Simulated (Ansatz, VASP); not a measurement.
# GaF in VASP and in Ansatz

```xyz
2
Lattice="3.1659 0.0000 0.0000 0.0000 3.1659 0.0000 0.0000 0.0000 3.1659" Properties=species:S:1:pos:R:3 pbc="T T T"
Ga    0.0000    0.0000    0.0000
F     1.5830    1.5830    1.5830
```

Alike in both runs: functional revPBE; k mesh 5 × 5 × 5; occupations fermi-dirac, width 0.05 eV; no spin polarisation.

|  | VASP | Ansatz |
| --- | --- | --- |
| version | VASP 6.6.1 | Ansatz 0.2.0 |
| potentials or method | VASP PAW PBE potentials, release 64 (Ga_d, F) | Ansatz PAW |
| plane-wave cutoff (eV) | 520 | 420 |
| valence electrons in the cell | 20 | 20 |
| task | single point | projected density of states |

```tsv
	VASP	Ansatz	Ansatz less VASP
gap on the k mesh at the Fermi level (eV)	2.34	2.35	+0.002
least direct gap on the mesh (eV)	2.82	2.82	+0.004
pressure (GPa)	1.8	1.9	+0.14
```

VASP's potentials were made for PBE, not for revPBE.

Noted on Ansatz's run: odd divisions of the mesh miss points on the zone boundary, where band edges often lie, so the gap on the mesh can be too wide.
